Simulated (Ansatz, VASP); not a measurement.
# Two plane-wave programs on Mo

The input INCAR:

```
SYSTEM = Mo
PREC = Accurate ; ENCUT = 500
EDIFF = 1E-6 ; ISMEAR = -1
SIGMA = 0.15 ; LREAL = .False.
LASPH = .True. ; NELM = 120
ALGO = Normal ; ISIF = 2
LWAVE = .False. ; LCHARG = .True.
GGA = PS ; LELF = .True.
LVHAR = .True. ; NBANDS = 13
GGA_COMPAT = .False.
```

The input KPOINTS:

```
regular mesh
0
Gamma
  20 20 20
  0 0 0
```

File POSCAR:

```
Mo
1.0
   -1.5754469712      1.5754469712      1.5754469712
    1.5754469712     -1.5754469712      1.5754469712
    1.5754469712      1.5754469712     -1.5754469712
Mo
1
Direct
    0.0000000000      0.0000000000      0.0000000000
```

Input for Ansatz:

```yaml
crystal:
  lattice:
    - [-1.5754469712, 1.5754469712, 1.5754469712]
    - [1.5754469712, -1.5754469712, 1.5754469712]
    - [1.5754469712, 1.5754469712, -1.5754469712]
  atoms:
    - { symbol: Mo, position: [0.0, 0.0, 0.0] }
basis:
  ecutwfc: 420
kpoints:
  mp_grid: { grid: [20, 20, 20] }
hamiltonian:
  xc: pbesol
scf:
  occupations: { method: fermi_dirac, width: 0.15 }
output:
  forces: true
  stress: true
  eigenvalues: true
```

Alike in both runs: task single point; functional PBEsol; k mesh 20 × 20 × 20; occupations fermi-dirac, width 0.15 eV; no spin polarisation.

```csv
,VASP,Ansatz
version,VASP 6.6.1,Ansatz 0.2.0
potentials or method,"VASP PAW PBE potentials, release 64 (Mo_sv), cutoff 500 eV","scalar-relativistic, plane waves, PAW"
valence electrons in the cell,14,14
```

VASP gave:

```
gap on the k mesh at the Fermi level (eV) : none
pressure (GPa)                            : -4.8
```

**Question.** What did Ansatz give for the same quantities?

**Answer.** gap on the k mesh at the Fermi level (eV): none; pressure (GPa): -5.3.

VASP's potentials were made for PBE, not for PBEsol. A gap of «none» marks a metal or a gap that the smearing closes.
